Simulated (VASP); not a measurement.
Here is a VASP 6.6.1 calculation.

File INCAR:

```
  ALGO = Normal
  EDIFF = 1E-6
  ENCUT = 520
  GGA = PE
  ISIF = 2
  ISMEAR = -1
  ISPIN = 2
  LASPH = T
  LCHARG = F
  LMAXMIX = 4
  LORBIT = 11
  LREAL = F
  LWAVE = F
  MAGMOM = 2 0
  NBANDS = 20
  NELM = 150
  PREC = Accurate
  SIGMA = 0.05
```

Contents of KPOINTS:

```
k-points
0
Gamma
  18 18 16
```

POSCAR

```
WC
1.0
    2.8590303335      0.0000000000      0.0000000000
   -1.4295151667      2.4759928990      0.0000000000
    0.0000000000      0.0000000000      2.7931331469
W C
1 1
Direct
    0.0000000000      0.0000000000      0.0000000000
    0.6666666667      0.3333333333      0.5000000000
```

Potentials or basis: VASP PAW PBE potentials, release 64 (W_sv, C).

Command:

```console
$ cat potpaw_PBE.64/W_sv/POTCAR potpaw_PBE.64/C/POTCAR > POTCAR
$ mpirun -np 1 vasp_std > vasp.out
```

Problem. Predict the band gap on the k mesh.

Solution. Zero (filled and empty bands overlap).

Problem. Estimate the net moment.

Solution. 0.00 μB per cell.

Problem. What does it give for the pressure?

Solution. 28.8 GPa.

Stress tensor (GPa, compression positive):
```
27.97  0.00  0.00
 0.00 27.97  0.00
 0.00  0.00 30.53
```

Caveat: the cell stands under pressure; spin-orbit coupling is left out, which moves the levels of the heavy elements.
